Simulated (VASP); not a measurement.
**Ru: electric field gradients with r2SCAN**

Ru:

```
CELL_PARAMETERS angstrom
0.00000 2.58183 2.58183
2.58183 0.00000 2.58183
2.58183 2.58183 0.00000
ATOMIC_POSITIONS crystal
Ru 0.87500 0.87500 0.87500
Ru 0.12500 0.12500 0.12500
```

```yaml
Program: VASP 6.6.1
Task: electric field gradients
Functional: r2SCAN
Potentials_or_basis: VASP PAW PBE potentials, release 64 (Ru_pv)
Cutoff: 440 eV
k_mesh: 10 × 10 × 10
Occupations: fermi-dirac, width 0.05 eV
Spin: no spin polarisation
Dipole_correction: no
Further_INCAR_settings: ALGO = Normal; EDIFF = 1e-08; NBANDS = 21
```

```yaml
Pressure: 36.8 GPa
Band_gap_on_the_k_mesh: zero (band 14 reaches 9.81 eV, above the bottom of band 15 at 8.63 eV)
```

Levels at points of the mesh, in eV from the Fermi level:
| k point | band 10 | band 11 | band 12 | band 13 | band 14 | band 15 | band 16 | band 17 | band 18 | band 19 |
| --- | --- | --- | --- | --- | --- | --- | --- | --- | --- | --- |
| (0.00, 0.00, 0.00) | -4.00 | -4.00 | -4.00 | -0.53 | -0.53 | -0.53 | 2.49 | 2.49 | 9.09 | 9.09 |
| (0.50, 0.00, 0.00) | -4.40 | -4.40 | -3.72 | -0.47 | 0.33 | 0.33 | 1.88 | 1.88 | 3.91 | 9.09 |
| (0.50, 0.50, 0.00) | -4.38 | -1.74 | -1.74 | -1.44 | -1.44 | 2.24 | 2.24 | 4.17 | 4.17 | 5.96 |

It took 2.5 min on 1 thread of Intel(R) Xeon(R) Platinum 8375C CPU @ 2.90GHz (Ice Lake), on a shared host, peak memory 0.17 GiB.

Caveat: without QUAD_EFG the Cq values of the log hold for a quadrupole moment of 1 mb, not for the nuclei; the PAW data sets were made with another functional, which shifts forces and pressure a little.
